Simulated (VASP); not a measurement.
# Al2Cu (P4/mmm) in VASP: further runs

The runs below take Al2Cu through single point, with PBE.

Program: VASP 6.6.1. These are calculated values, not measurements. Logs are shortened: lines on timing, memory, paths and dates and some standing lists are left out, and cuts for length are marked.

### 1 The cell of the first run

It takes space group P4/mmm (No. 123, tetragonal). Conventional cell: a = 4.231 Å, b = 4.231 Å, c = 2.885 Å, α = 90.00°, β = 90.00°, γ = 90.00°. Within 3.4 Å of Al (site symmetry mmm) lie 4 Cu at 2.56 Å and 6 Al at 2.88 to 2.99 Å. Cu (site symmetry 4/mmm) has 8 Al at 2.56 Å and 2 Cu at 2.88 Å within 3.4 Å.

### 2 Single point, PBE

File INCAR:

```
  PREC = Accurate
  ENCUT = 520
  EDIFF = 1E-6
  ISMEAR = 0
  SIGMA = 0.15
  LREAL = F
  LASPH = T
  NELM = 60
  ALGO = Fast
  ISIF = 2
  LWAVE = F
  LCHARG = F
  GGA = PE
  NBANDS = 16
```

File KPOINTS:

```
regular mesh
0
Gamma
  10 10 14
```

File POSCAR:

```
Al2Cu
1.0
    4.2311976689      0.0000000000      0.0000000000
    0.0000000000      4.2311976689      0.0000000000
    0.0000000000      0.0000000000      2.8847334069
Al Cu
2 1
Direct
    0.5000000000      0.0000000000      0.5000000000
    0.0000000000      0.5000000000      0.5000000000
    0.0000000000      0.0000000000      0.0000000000
```

Potentials or basis: VASP PAW PBE potentials, release 64 (Al, Cu).

Command:

```bash
$ cat potpaw_PBE.64/Al/POTCAR potpaw_PBE.64/Cu/POTCAR > POTCAR
$ mpirun -np 1 vasp_std > vasp.out
```

OUTCAR:

```text
PREC = Accurate
   ENCUT = 520
   EDIFF = 1E-6
   ISMEAR = 0
   LREAL = F
   LASPH = T
   NELM = 60
   ISIF = 2
   GGA = PE

 ion  position               nearest neighbor table
   1  0.500  0.000  0.500-   3 2.56   3 2.56   3 2.56   3 2.56   2 2.99   2 2.99   2 2.99   2 2.99

   2  0.000  0.500  0.500-   3 2.56   3 2.56   3 2.56   3 2.56   1 2.99   1 2.99   1 2.99   1 2.99

   3  0.000  0.000  0.000-   1 2.56   2 2.56   1 2.56   2 2.56   2 2.56   2 2.56   1 2.56   1 2.56

  LATTYP: Found a simple tetragonal cell.
 ALAT       =     4.2311976689
 C/A-ratio  =     0.6817770363

  Lattice vectors:

 A1 = (   4.2311976689,   0.0000000000,   0.0000000000)
 A2 = (   0.0000000000,   4.2311976689,   0.0000000000)
 A3 = (   0.0000000000,   0.0000000000,   2.8847334069)

Analysis of symmetry for initial positions (statically):
=====================================================================
 Subroutine PRICEL returns:
 Original cell was already a primitive cell.

 Routine SETGRP: Setting up the symmetry group for a
 simple tetragonal supercell.

 Subroutine GETGRP returns: Found 16 space group operations
 (whereof 16 operations were pure point group operations)
 out of a pool of 16 trial point group operations.

The static configuration has the point symmetry D_4h.

Analysis of symmetry for dynamics (positions and initial velocities):
=====================================================================
 Subroutine PRICEL returns:
 Original cell was already a primitive cell.

 Routine SETGRP: Setting up the symmetry group for a
 simple tetragonal supercell.

 Subroutine GETGRP returns: Found 16 space group operations
 (whereof 16 operations were pure point group operations)
 out of a pool of 16 trial point group operations.

The dynamic configuration has the point symmetry D_4h.

 Subroutine INISYM returns: Found 16 space group operations
 (whereof 16 operations are pure point group operations),
 and found     1 'primitive' translations

----------------------------------------------------------------------------------------

                                     Primitive cell

  volume of cell :      51.6455

  direct lattice vectors                    reciprocal lattice vectors
     4.231197669  0.000000000  0.000000000     0.236339703  0.000000000  0.000000000
     0.000000000  4.231197669  0.000000000     0.000000000  0.236339703  0.000000000
     0.000000000  0.000000000  2.884733407     0.000000000  0.000000000  0.346652484

  length of vectors
     4.231197669  4.231197669  2.884733407     0.236339703  0.236339703  0.346652484

  position of ions in fractional coordinates (direct lattice)
     0.500000000  0.000000000  0.500000000
     0.000000000  0.500000000  0.500000000
     0.000000000  0.000000000  0.000000000

  ion indices of the primitive-cell ions
   primitive index   ion index
                 1           1
                 2           2
                 3           3

----------------------------------------------------------------------------------------

 KPOINTS: regular mesh

Automatic generation of k-mesh.
 Grid dimensions read from file:
 generate k-points for:   10   10   14

 Generating k-lattice:

  Cartesian coordinates                     Fractional coordinates (reciprocal lattice)
     0.023633970  0.000000000  0.000000000     0.100000000  0.000000000  0.000000000
     0.000000000  0.023633970  0.000000000     0.000000000  0.100000000  0.000000000
     0.000000000  0.000000000  0.024760892     0.000000000  0.000000000  0.071428571

  Length of vectors
     0.023633970  0.023633970  0.024760892

  Shift w.r.t. Gamma in fractional coordinates (k-lattice)
     0.000000000  0.000000000  0.000000000

 Subroutine IBZKPT returns following result:
 ===========================================

 Found    168 irreducible k-points:

 Following reciprocal coordinates:
            Coordinates               Weight
  0.000000  0.000000  0.000000      1.000000
  0.100000  0.000000  0.000000      4.000000
  0.200000  0.000000  0.000000      4.000000
  0.300000  0.000000  0.000000      4.000000
  0.400000  0.000000  0.000000      4.000000
  0.500000  0.000000  0.000000      2.000000
[... 16 lines left out ...]
  0.100000  0.000000  0.071429      8.000000
  0.200000  0.000000  0.071429      8.000000
 [... further k-points ...]
   k-points           NKPTS =    168   k-points in BZ     NKDIM =    168   number of bands    NBANDS=     16
   number of dos      NEDOS =    301   number of ions     NIONS =      3
   total plane-waves  NPLWV =  24576
   dimension x,y,z NGX =    32 NGY =   32 NGZ =   24
   dimension x,y,z NGXF=    64 NGYF=   64 NGZF=   48
   ions per type =               2   1
   NGX,Y,Z   is equivalent  to a cutoff of  12.57, 12.57, 13.83 a.u.
   NGXF,Y,Z  is equivalent  to a cutoff of  25.15, 25.15, 27.66 a.u.
 SYSTEM =  unknown system
   PREC   = accura    normal or accurate (medium, high low for compatibility)
   ISTART =      0    job   : 0-new  1-cont  2-samecut
   ICHARG =      2    charge: 1-file 2-atom 10-const
   ISPIN  =      1    spin polarized calculation?
   LNONCOLLINEAR =      F non collinear calculations
   LSORBIT =      F    spin-orbit coupling
   LASPH  =      T    aspherical Exc in radial PAW
   ENCUT  =  520.0 eV  38.22 Ry    6.18 a.u.   7.87  7.87  5.36*2*pi/ulx,y,z
   NELM   =     60;   NELMIN=  2; NELMDL= -5     # of ELM steps
   EDIFF  = 0.1E-05   stopping-criterion for ELM
   LREAL  =      F    real-space projection
   EDIFFG = 0.1E-04   stopping-criterion for IOM
   NSW    =      0    number of steps for IOM
   IBRION =     -1    ionic relax: 0-MD 1-quasi-New 2-CG
   NFREE  =      0    steps in history (QN), initial steepest desc. (CG)
   ISIF   =      2    stress and relaxation
   ISYM   =      2    0-nonsym 1-usesym 2-fastsym
   POTIM  = 0.5000    time-step for ionic-motion
   TEBEG  =    0.0;   TEEND  =   0.0 temperature during run
   PSTRESS=    0.0 pullay stress
   NELECT =      17.0000    total number of electrons
   NUPDOWN=      -1.0000    fix difference up-down
   EMIN   =  10.00;   EMAX   =-10.00  energy-range for DOS
   EFERMI =   0.00;   METHOD = LEGACY
   ISMEAR =     0;   SIGMA  =   0.15  broadening in eV -4-tet -1-fermi 0-gaus
   EFERMI_NEDOS =   21; number of points for ismear=-14 and -15
   IALGO  =     68    algorithm
   IMIX   =      4    mixing-type and parameters
     AMIX     =   0.40;   BMIX     =  1.00
     AMIX_MAG =   1.60;   BMIX_MAG =  1.00
  volume/ion in A,a.u.               =      17.22       116.17
  Fermi-wavevector in a.u.,A,eV,Ry     =   1.130352  2.136056 17.384104  1.277696
  Thomas-Fermi vector in A             =   2.267048
   LORBIT       =      0    0 simple, 1 ext, 2 COOP (PROOUT), +10 PAW based schemes
   GGA     = PE    functional components
   LHFCALC =     F    Hartree Fock is set to
   AEXX    =    0.0000 exact exchange contribution
   IVDW    =     0    specifies the selected vdW correction
   LEPSILON=     F    determine dielectric tensor
   LRPA    =     F    only Hartree local field effects (RPA)
 non-spin polarized calculation
 RMM-DIIS sequential band-by-band and
 Gauss-broadening in eV      SIGMA  =   0.15
  energy-cutoff  :      520.00
  volume of cell :       51.65
 maximum number of plane-waves:      1419
 NGX is ok and might be reduce to    32
   NGX = 15   NGY = 15   NGZ = 11

 number of electron      17.0000020 magnetization

 Free energy of the ion-electron system (eV)
  ---------------------------------------------------
  ext. energy  EPLUGINS =         0.00000000
  ---------------------------------------------------
  free energy    TOTEN  =       -11.26527433 eV

  energy without entropy =      -11.25438063  energy(sigma->0) =      -11.25982748

 E-fermi :   6.5801     XC(G=0): -10.1499

 val. band max:        6.5747378434   @ k =   0.2000   0.1000   0.5000
 cond. band min:       6.6006523106   @ k =   0.3000   0.1000   0.3571
 fundamental gap:      0.0259144672
 Fermi energy:         6.5800945453

 k-point     1 :       0.0000    0.0000    0.0000
  band No.  band energies     occupation
      1      -3.5783      2.00000
      2       1.3287      2.00000
      3       1.9487      2.00000
      4       2.5444      2.00000
      5       2.7850      2.00000
      6       2.7850      2.00000
[... 8 lines left out ...]
     15      13.6756      0.00000
     16      18.4010      0.00000

 k-point     2 :       0.1000    0.0000    0.0000
  band No.  band energies     occupation
      1      -3.4993      2.00000
      2       1.2703      2.00000
      3       1.9281      2.00000
      4       2.5204      2.00000
      5       2.7826      2.00000
      6       2.7854      2.00000
[... 8 lines left out ...]
     15      14.3735      0.00000
     16      18.4963      0.00000

 k-point     3 :       0.2000    0.0000    0.0000
  band No.  band energies     occupation
      1      -3.2655      2.00000
      2       0.9803      2.00000
      3       1.8767      2.00000
      4       2.4644      2.00000
      5       2.7763      2.00000
      6       2.7863      2.00000
[... 8 lines left out ...]
     15      16.0097      0.00000
     16      17.8350      0.00000

 k-point     4 :       0.3000    0.0000    0.0000
  band No.  band energies     occupation
      1      -2.8905      2.00000
      2       0.3258      2.00000
      3       1.8478      2.00000
      4       2.4054      2.00000
      5       2.5723      2.00000
      6       2.7685      2.00000
[... 8 lines left out ...]
     15      17.0322      0.00000
     16      17.8153      0.00000
[... 324 lines left out ...]
 k-point    22 :       0.0000    0.0000    0.0714
  band No.  band energies     occupation
      1      -3.4856      2.00000
      2       1.3647      2.00000
      3       1.9848      2.00000
      4       2.5533      2.00000
      5       2.6873      2.00000
      6       2.6873      2.00000
[... 8 lines left out ...]
     15      14.8976      0.00000
     16      17.7821      0.00000

 k-point    23 :       0.1000    0.0000    0.0714
  band No.  band energies     occupation
      1      -3.4067      2.00000
      2       1.3079      2.00000
      3       1.9651      2.00000
      4       2.5281      2.00000
      5       2.6739      2.00000
      6       2.6936      2.00000
[... 8 lines left out ...]
     15      15.3177      0.00000
     16      17.3886      0.00000

 k-point    24 :       0.2000    0.0000    0.0714
  band No.  band energies     occupation
      1      -3.1732      2.00000
      2       1.0278      2.00000
      3       1.9142      2.00000
      4       2.4730      2.00000
      5       2.6208      2.00000
      6       2.7035      2.00000
[... 8 lines left out ...]
     15      16.0716      0.00000
     16      16.6007      0.00000

 [... further k-points ...]
[... 5 lines left out ...]
  --------------------------------------------------------------------------------------
  -------------------------------------------------------------------------------------
  Total       -1.4070395     -1.4070395     -1.0801334      0.0000000      0.0000000      0.0000000
  in kB      -43.6500308    -43.6500308    -33.5085538      0.0000000      0.0000000      0.0000000
  external PRESSURE =     -40.2695384 kB  Pullay stress =       0.0000000 kB

 VOLUME and BASIS-vectors are now :
 -----------------------------------------------------------------------------
  energy-cutoff  :      520.00
  volume of cell :       51.65
      direct lattice vectors                 reciprocal lattice vectors
     4.231197669  0.000000000  0.000000000     0.236339703  0.000000000  0.000000000
     0.000000000  4.231197669  0.000000000     0.000000000  0.236339703  0.000000000
     0.000000000  0.000000000  2.884733407     0.000000000  0.000000000  0.346652484

 POSITION                                       TOTAL-FORCE (eV/Angst)
 -----------------------------------------------------------------------------------
      2.11560      0.00000      1.44237         0.000000      0.000000      0.000000
      0.00000      2.11560      1.44237         0.000000      0.000000      0.000000
      0.00000      0.00000      0.00000         0.000000      0.000000      0.000000
 -----------------------------------------------------------------------------------
    total drift:                               -0.000000      0.000000      0.000000

  FREE ENERGIE OF THE ION-ELECTRON SYSTEM (eV)
  ---------------------------------------------------
  free  energy   TOTEN  =       -11.2652743347 eV

  energy  without entropy=      -11.2543806255  energy(sigma->0) =      -11.25982748
```

Run time: 69 s. Hardware: 1 thread of Intel Xeon Platinum 8559C (Emerald Rapids), shared host; peak memory 0.25 GiB.

What came out:

```
Free energy : -11.2653 eV
Pressure    : -4.0 GPa
```

### 3 Single point, PBE

This run uses another cell than the first one, of 17.66 Å³/atom, 1.026 times its volume.

File INCAR:

```
SYSTEM = Al2Cu
  PREC = Accurate
  ENCUT = 520
  EDIFF = 1E-6
  ISMEAR = 0
  SIGMA = 0.15
  LREAL = .FALSE.
  LASPH = .TRUE.
  NELM = 100
  ALGO = Fast
  ISIF = 2
  LWAVE = .FALSE.
  LCHARG = .FALSE.
  GGA = PE
  NBANDS = 16
```

File KPOINTS:

```
Automatic mesh
0
G
  10 10 14
  0 0 0
```

File POSCAR:

```
Al2Cu
1.0
    4.2860091319      0.0000000000      0.0000000000
    0.0000000000      4.2860091319      0.0000000000
    0.0000000000      0.0000000000      2.8847334069
Al Cu
2 1
Direct
    0.5000000000      0.0000000000      0.5000000000
    0.0000000000      0.5000000000      0.5000000000
    0.0000000000      0.0000000000      0.0000000000
```

Potentials or basis: VASP PAW PBE potentials, release 64 (Al, Cu).

Command:

```bash
$ cat potpaw_PBE.64/Al/POTCAR potpaw_PBE.64/Cu/POTCAR > POTCAR
$ mpirun -np 1 vasp_std > vasp.out
```

Wall time 68 s (1 thread of Intel Xeon Platinum 8559C (Emerald Rapids), shared host); peak memory 0.26 GiB.

The run converged. Its results:

```
Free energy : -11.2230 eV
Pressure    : -5.6 GPa
```

Stress tensor (GPa, compression positive):
```
-6.06  0.00  0.00
 0.00 -6.06  0.00
 0.00  0.00 -4.67
```

Levels at points of the mesh, in eV from the Fermi level:
| k point | band 5 | band 6 | band 7 | band 8 | band 9 | band 10 | band 11 | band 12 | band 13 | band 14 |
| --- | --- | --- | --- | --- | --- | --- | --- | --- | --- | --- |
| (0.00, 0.00, 0.00) | -3.70 | -3.70 | -2.38 | -2.38 | -0.69 | 0.77 | 5.29 | 5.29 | 6.57 | 6.60 |
| (0.50, 0.00, 0.00) | -4.05 | -3.72 | -3.69 | -1.20 | 1.23 | 1.29 | 1.40 | 7.72 | 7.84 | 8.62 |
| (0.50, 0.50, 0.00) | -4.09 | -3.97 | -3.72 | -3.72 | -2.28 | 8.16 | 8.16 | 8.53 | 8.70 | 9.82 |
| (0.00, 0.00, 0.50) | -4.41 | -3.77 | -2.70 | 1.96 | 2.44 | 2.44 | 2.75 | 2.75 | 2.81 | 3.26 |
| (0.50, 0.00, 0.50) | -3.85 | -3.84 | -2.78 | -2.19 | -1.53 | 3.56 | 3.83 | 4.14 | 4.35 | 5.29 |
| (0.50, 0.50, 0.50) | -3.65 | -3.04 | -2.15 | -2.15 | -0.61 | -0.52 | -0.22 | -0.22 | 2.55 | 10.37 |
